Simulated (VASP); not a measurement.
A run of VASP 6.6.1:

File INCAR:

```
  ALGO = Normal
  EDIFF = 1E-6
  ENCUT = 520
  GGA = PE
  ISIF = 2
  ISMEAR = 0
  LASPH = T
  LCHARG = T
  LELF = T
  LREAL = F
  LVHAR = T
  LWAVE = F
  NBANDS = 28
  NELM = 60
  PREC = Accurate
  SIGMA = 0.2
```

File KPOINTS:

```
k-points
0
Gamma
  7 7 3
```

POSCAR

```
Ti3C
1.0
    3.0452596051      0.0000000000      0.0000000000
   -1.5226298026      2.6372721792      0.0000000000
    0.0000000000      0.0000000000      7.1760600005
Ti C
3 1
Direct
    0.3333333333      0.6666666667      0.1627453902
    0.6666666667      0.3333333333      0.8372546098
    0.0000000000      0.0000000000      0.5000000000
    0.0000000000      0.0000000000      0.0000000000
```

Potentials or basis: VASP PAW PBE potentials, release 64 (Ti_sv, C).

The run is started by

```console
$ cat potpaw_PBE.64/Ti_sv/POTCAR potpaw_PBE.64/C/POTCAR > POTCAR
$ mpirun -np 1 vasp_std > vasp.out
```

Hardware: 1 thread of Intel(R) Xeon(R) 6975P-C (Granite Rapids) (shared host).

**Question.** How long does it take, and how much memory?

**Answer.** Run time: 28 s on 1 thread of Intel(R) Xeon(R) 6975P-C (Granite Rapids), on a shared host, peak memory 0.18 GiB. Counts: scf iterations 17, k points 20.
